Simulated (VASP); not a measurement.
Be2C, 3 atoms in the cell. It takes space group Fm-3m (No. 225, cubic). Conventional cell: a = 4.321 Å, b = 4.321 Å, c = 4.321 Å, α = 90.00°, β = 90.00°, γ = 90.00°. Be (site symmetry -43m) has 4 C at 1.87 Å and 6 Be at 2.16 Å within 2.5 Å. C (site symmetry m-3m) has 8 Be at 1.87 Å within 2.5 Å. 

```yaml
Program: VASP 6.6.1
Task: single point
Functional: PBE
Potentials_or_basis: VASP PAW PBE potentials, release 64 (Be, C)
Cutoff: 600 eV
k_mesh: 10 × 10 × 10
Occupations: gaussian, width 0.01 eV
Spin: no spin polarisation
Dipole_correction: no
Further_INCAR_settings: ALGO = Normal; EDIFF = 1e-06; NBANDS = 11
```

Potentials or basis: VASP PAW PBE potentials, release 64 (Be, C).

Command:

```bash
$ cat potpaw_PBE.64/Be/POTCAR potpaw_PBE.64/C/POTCAR > POTCAR
$ mpirun -np 1 vasp_std > vasp.out
```

Hardware: 1 thread of AMD EPYC 9R45 96-Core Processor (Zen 5) (shared host).

Q: How long does it take, and how much memory?

A: Wall time 6.6 s on 1 thread of AMD EPYC 9R45 96-Core Processor (Zen 5), with other jobs on the host, peak memory 0.11 GiB. Counts: scf iterations 12, k points 47.
